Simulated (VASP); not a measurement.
A run of VASP 6.6.1 is set up as follows.

The input INCAR:

```
ALGO = Normal ; EDIFF = 1E-7
ENCUT = 520 ; GGA = PE
ISIF = 2 ; ISMEAR = 0
IVDW = 12 ; LASPH = T
LCHARG = T ; LELF = T
LREAL = Auto ; LVHAR = T
LWAVE = F ; NBANDS = 80
NELM = 100 ; PREC = Accurate
SIGMA = 0.05
```

Contents of KPOINTS:

```
k-points
0
Gamma
  2 2 2
```

POSCAR

```
Mg7I16
1.0
    0.0000000000      7.1432444434      6.8341755616
    0.0000000000     -7.1432444434      6.8341755616
    8.2483082046      0.0000000000     -6.8341755616
Mg I
7 16
Direct
    0.2397963382      0.2414577681      0.4963586348
    0.7565622639      0.7549005540      0.4963577862
    0.5683934408      1.0683889300      0.6367839161
    0.4997600723      0.5011352177      0.0048891238
    0.0051288491      0.0037566435      0.0048920335
    0.1302476917      0.6302483606      0.7604954670
    0.8705101963      0.3705107873      0.2410203342
    0.9086876215      0.0846769010      0.2430432945
    0.5376966940      0.2180769444      0.0115719488
    0.0254358054      0.7092220091     -0.0131207512
    0.6651395175      0.8550144421      0.7436657128
    0.7929453367      0.4679703175      0.5008646498
    0.2523468460      0.9495516021      0.4935986749
    0.4249531836      0.6138364019      0.2574536435
    0.1669612671      0.3392217867      0.7550240420
    0.7412566596      0.0440479837      0.4935995236
    0.3325011022      0.1436170439      0.2574553408
    0.8343502983      0.6583651406      0.2430391724
    0.4614428346      0.7776588087     -0.0131212362
    0.5785276736      0.3886464493      0.7436645004
    0.0880601658      0.9158044838      0.7550265879
    0.2079201403      0.5328941795      0.5008645285
    0.9738762884      0.2934973600      0.0115731611
```

Potentials or basis: VASP PAW PBE potentials, release 64 (Mg, I).

Run with:

```bash
$ cat potpaw_PBE.64/Mg/POTCAR potpaw_PBE.64/I/POTCAR > POTCAR
$ mpirun -np 1 vasp_std > vasp.out
```

(1) What does it give for the band gap on the k mesh?

(2) Estimate the dispersion energy per atom.

(3) What does it give for the largest force?

## Answers

(1) zero (bands 63 and 64 overlap by 0.07 eV).

(2) -0.307 eV.

(3) 0.370 eV/Å.

Caveat: the k points lie up to 0.37 Å⁻¹ apart; spin-orbit coupling is left out, which moves the levels of the heavy elements.
